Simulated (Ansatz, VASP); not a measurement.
OsC6 in VASP and in Ansatz

```
CELL_PARAMETERS angstrom
0.00000 3.20106 3.20106
3.20106 0.00000 3.20106
3.20106 3.20106 0.00000
ATOMIC_POSITIONS crystal
Os 0.00000 0.00000 0.00000
C 0.32221 0.67779 0.67779
C 0.67779 0.32221 0.32221
C 0.67779 0.32221 0.67779
C 0.32221 0.67779 0.32221
C 0.67779 0.67779 0.32221
C 0.32221 0.32221 0.67779
```

Alike in both runs: functional PBE; k mesh 8 × 8 × 8; occupations gaussian, width 0.02 eV; no spin polarisation.

Ansatz relaxed the structure, and its values are those at the end. VASP's run is a single point on that final structure, the one shown.

|  | VASP | Ansatz |
| --- | --- | --- |
| version | VASP 6.6.1 | Ansatz 0.2.0 |
| potentials or method | VASP PAW PBE potentials, release 64 (Os_sv_GW, C), cutoff 600 eV | scalar-relativistic, plane waves, PAW |
| valence electrons in the cell | 40 | 40 |

```tsv
	VASP	Ansatz	Ansatz less VASP
gap on the k mesh at the Fermi level (eV)	0.93	0.93	+0.002
least direct gap on the mesh (eV)	0.93	0.93	+0.002
pressure (GPa)	0.1	0.0	-0.04
rms of the force components (eV/Å)	0.049	0.000	-0.0487
```

Spin-orbit coupling is off throughout.
